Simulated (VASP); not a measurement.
Here is a VASP 6.6.1 calculation.

POSCAR

```
La2O3
1.0
    6.3702727145      0.0000000000      0.0000000000
   -3.1851363572      5.5168179998      0.0000000000
    0.0000000000      0.0000000000      3.2898942108
La O
2 3
Direct
    0.6666666667      0.3333333333      0.4981030000
    0.3333333333      0.6666666667      0.5018970000
    0.5046070000      0.0000000000      0.0000000000
    0.0000000000      0.5046070000      0.0000000000
    0.4953930000      0.4953930000      0.0000000000
```

The input INCAR.step1:

```
SYSTEM = La2O3
PREC = Accurate
ENCUT = 600
ISMEAR = -1
SIGMA = 0.05
LREAL = .False.
LASPH = .True.
NELM = 100
GGA = PE
ALGO = Normal
EDIFF = 1E-4
LWAVE = .True.
LCHARG = .False.
```

The input INCAR.step2:

```
SYSTEM = La2O3
PREC = Accurate
ENCUT = 600
EDIFF = 1E-6
ISMEAR = -1
SIGMA = 0.05
LREAL = .False.
LASPH = .True.
NELM = 100
ALGO = Normal
ISIF = 3
LWAVE = .False.
LCHARG = .False.
METAGGA = R2SCAN
LMIXTAU = .True.
IBRION = 2
NSW = 60
EDIFFG = -0.01
ISTART = 1
```

Contents of KPOINTS:

```
Automatic mesh
0
Gamma
  5 5 8
  0 0 0
```

Potentials or basis: VASP PAW PBE potentials, release 64 (La, O).

The run is started by

```console
$ cat potpaw_PBE.64/La/POTCAR potpaw_PBE.64/O/POTCAR > POTCAR
$ cp INCAR.step1 INCAR
$ mpirun -np 1 vasp_std > vasp.out
$ cp INCAR.step2 INCAR
$ mpirun -np 1 vasp_std > vasp.out
```

(1) What does it give for the relaxed cell?

(2) What does it give for the space group after relaxing (to 0.05 Å)?

(3) What does it give for the band gap on the k mesh?

(4) What does it give for the relaxed volume?

## Answers

(1) a = 6.345 Å, b = 6.345 Å, c = 3.275 Å, α = 90.00°, β = 90.00°, γ = 120.00°.

(2) P6/mmm (No. 191).

(3) 1.93 eV, indirect (least direct gap 2.43 eV).

(4) 22.84 Å³/atom.

Caveat: the PAW data sets were made with another functional, which shifts forces and pressure a little; spin-orbit coupling is left out, which moves the levels of the heavy elements.
